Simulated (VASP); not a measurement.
Runs of VASP 6.6.1 on Si. The structure is that of space group P-3m1 (No. 164), or close to it. The cells are those of the table. 

| task | cell | k mesh | cutoff (eV) | gap on the mesh (eV) | pressure (GPa) | relaxed volume (Å³/atom) | largest force (eV/Å) |
| --- | --- | --- | --- | --- | --- | --- | --- |
| single point | a = 3.842, b = 3.842, c = 3.227 Å, angles 90.0, 90.0, 120.0°, 2 atoms | 18 × 18 × 18 | 520 | none | -0.1 | - | 0.01 |
| single point | a = 3.842, b = 3.842, c = 3.228 Å, angles 90.0, 90.0, 120.0°, 2 atoms | 18 × 18 × 16 | 520 | none | -0.1 | - | 0.01 |
| relaxation of cell and atoms | relaxed from a = 3.870, b = 3.870, c = 3.680 Å, angles 90.0, 90.0, 120.0°, 2 atoms | 18 × 18 × 16 | 600 | none | 0.0 | 20.63 | - |
| relaxation of cell and atoms | relaxed from a = 3.842, b = 3.842, c = 3.228 Å, angles 90.0, 90.0, 120.0°, 2 atoms | 18 × 18 × 18 | 600 | none | 0.0 | (a) | 0.01 |

Alike in all rows: level PBE+D3(BJ); potentials or basis VASP PAW PBE potentials, release 64 (Si); no spin polarisation; smearing gaussian 0.1 eV.

Question: Estimate the missing entries.

Answer: (a) 20.62.

Caveats: pairwise dispersion overbinds metals, which lowers pressure and volume.

A gap of «none» marks levels without a gap at the run's occupations.
